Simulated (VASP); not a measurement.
Wanted: the native input for a VASP 6.6.1 run.

| Quantity | Value |
| --- | --- |
| Task | single point |
| Functional | PBEsol |
| Potentials or basis | VASP PAW PBE potentials, release 64 (Ge_d) |
| Cutoff | 520 eV |
| k mesh | 14 × 14 × 14 |
| Occupations | gaussian, width 0.15 eV |
| Spin | no spin polarisation |
| Dipole correction | no |
| Further INCAR settings | ALGO = Normal; EDIFF = 1e-06; NBANDS = 21 |

The structure of Ge lies in POSCAR:

```
Ge
1.0
    0.0000000000      2.7669151457      2.7669151457
    2.7669151457      0.0000000000      2.7669151457
    2.7669151457      2.7669151457      0.0000000000
Ge
2
Direct
    0.5147998756      0.4852001244      0.4852001244
    0.7352001244      0.7647998756      0.7647998756
```

This cell differs from its parent crystal: atoms displaced along a vibrational mode, the cell strained.

The input as run:

INCAR

```
PREC = Accurate
ENCUT = 520
EDIFF = 1E-6
ISMEAR = 0
SIGMA = 0.15
LREAL = False
LASPH = True
NELM = 80
ALGO = Normal
ISIF = 2
LWAVE = False
LCHARG = False
GGA = PS
NBANDS = 21
```

KPOINTS

```
Automatic mesh
0
Gamma
  14 14 14
```

Potentials or basis: VASP PAW PBE potentials, release 64 (Ge_d).

Command:

```console
$ cat potpaw_PBE.64/Ge_d/POTCAR > POTCAR
$ mpirun -np 1 vasp_std > vasp.out
```

It gave:

```
Pressure               : 7.0 GPa
Largest force          : 2.027 eV/Å
Band gap on the k mesh : zero (bands 14 and 15 overlap by 0.53 eV)
```

Caveat: the cell differs from its parent crystal (atoms displaced along a vibrational mode, the cell strained); the cell stands under pressure; semilocal functionals underestimate gaps, and a narrow one can read as zero; the PAW data sets were made with another functional, which shifts forces and pressure a little.

It took 3.3 min on 1 thread of AMD EPYC 9R45 96-Core Processor (Zen 5) (shared host), peak memory 0.37 GiB.
